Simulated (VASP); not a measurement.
The system is HfBiH2.

```
CELL_PARAMETERS angstrom
3.59919 0.00000 0.00000
-1.79960 3.11699 0.00000
0.00000 0.00000 5.63625
ATOMIC_POSITIONS crystal
Hf 0.00000 0.00000 0.50000
Bi 0.00000 0.00000 0.00000
H 0.00000 0.00000 0.23248
H 0.00000 0.00000 0.76752
```

The cell was built from a structure type or drawn by symmetry, and may not be a known phase.

* Program: VASP 6.6.1
* Task: relaxation of cell and atoms
* Functional: PBE
* Potentials or basis: VASP PAW PBE potentials, release 64 (Hf_pv, Bi_d, H)
* Cutoff: 600 eV
* k mesh: 6 × 6 × 4
* Occupations: gaussian, width 0.1 eV
* Spin: no spin polarisation

At the start: pressure 48.5 GPa; volume 15.81 Å³/atom.

Where does the relaxation end?

Over 20 steps the energy falls by 2817.0 meV/atom and the volume is 18.91 Å³/atom (+19.6 %); space group P6/mmm (No. 191, to 0.1 Å) before and after.

The path:
```csv
step,energy change (eV),largest force (eV/Å),pressure (GPa),volume (Å³)
1,0.0000,8.3958,48.47,63.23
2,-9.9954,0.3965,-5.93,104.61
3,-10.2251,3.4702,0.10,86.45
4,-10.1474,1.9774,-3.18,95.68
5,-10.5967,0.5125,-4.19,90.27
6,-10.6317,0.1728,-4.13,88.37
7,-10.8170,0.6378,-0.36,79.71
8,-10.8404,0.8798,1.97,75.76
9,-11.0468,1.1033,3.03,73.12
10,-9.9639,1.6321,16.36,64.67
11,-11.0405,1.3724,4.34,71.94
12,-11.0548,1.0854,7.00,69.50
13,-11.0726,1.3056,5.72,70.49
14,-11.1903,0.4542,4.02,71.84
15,-11.2010,0.0702,3.50,72.41
16,-11.2553,0.0563,1.59,74.14
17,-11.2676,0.0380,0.10,75.71
18,-11.2677,0.0408,0.25,75.53
19,-11.2677,0.0417,0.30,75.47
20,-11.2682,0.0280,0.21,75.64
```

Final structure:
```
Hf Bi H
1.0
     3.29234    0.00000    0.00000
    -1.64617    2.85125    0.00000
     0.00000    0.00000    8.05755
Hf Bi H
1 1 2
Cartesian
  0.0000 0.0000 4.0288
  0.0000 0.0000 0.0000
  0.0000 0.0000 2.0630
  0.0000 0.0000 5.9946
```

Caveat: the volume moved by over 15 % at a fixed basis, so the end points are rough.
